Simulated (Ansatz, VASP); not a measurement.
# GaN in VASP and in Ansatz

Contents of INCAR:

```
SYSTEM = GaN
PREC = Accurate
ENCUT = 520
EDIFF = 1E-6
ISMEAR = 0
SIGMA = 0.01
LREAL = .False.
LASPH = .True.
NELM = 100
ALGO = Normal
ISIF = 2
LWAVE = .False.
LCHARG = .False.
GGA = PE
NBANDS = 26
```

File KPOINTS:

```
regular mesh
0
Gamma
  9 9 4
  0 0 0
```

The input POSCAR:

```
GaN
1.0
    3.2503003796      0.0000000000      0.0000000000
   -1.6251501898      2.8148426987      0.0000000000
    0.0000000000      0.0000000000      5.2947493876
Ga N
2 2
Direct
    0.3333333333      0.6666666667     -0.0008671783
    0.6666666667      0.3333333333      0.4991328217
    0.3333333333      0.6666666667      0.3758671783
    0.6666666667      0.3333333333      0.8758671783
```

Input for Ansatz:

```yaml
crystal:
  lattice:
    - [3.2503003796, 0.0, 0.0]
    - [-1.6251501898, 2.8148426987, 0.0]
    - [0.0, 0.0, 5.2947493876]
  atoms:
    - { symbol: Ga, position: [0.3333333333, 0.6666666667, -0.0008671783] }
    - { symbol: Ga, position: [0.6666666667, 0.3333333333, 0.4991328217] }
    - { symbol: "N", position: [0.3333333333, 0.6666666667, 0.3758671783] }
    - { symbol: "N", position: [0.6666666667, 0.3333333333, 0.8758671783] }
kpoints:
  mp_grid: { grid: [9, 9, 4] }
hamiltonian:
  xc: pbe
scf:
  occupations: { method: fixed }
  n_extra_bands: 5
output:
  forces: true
  stress: true
  eigenvalues: true
```

Alike in both runs: task single point; functional PBE; k mesh 9 × 9 × 4; no spin polarisation.

|  | VASP | Ansatz |
| --- | --- | --- |
| version | VASP 6.6.1 | Ansatz 0.2.0 |
| potentials or method | VASP PAW PBE potentials, release 64 (Ga_d, N) | plane waves, PAW |
| plane-wave cutoff (eV) | 520 | 420 |
| occupations | gaussian, width 0.01 eV | fixed |
| valence electrons in the cell | 36 | 36 |

Ansatz gave:

| Item | Value |
| --- | --- |
| gap on the k mesh at the Fermi level (eV) | 1.51 |
| pressure (GPa) | -4.8 |
| traceless stress, the component that is largest in VASP (GPa) | 0.03 |

Question: Estimate VASP's values.

Answer: gap on the k mesh at the Fermi level (eV): 1.52; pressure (GPa): -4.6; traceless stress, the component that is largest in VASP (GPa): 0.05.
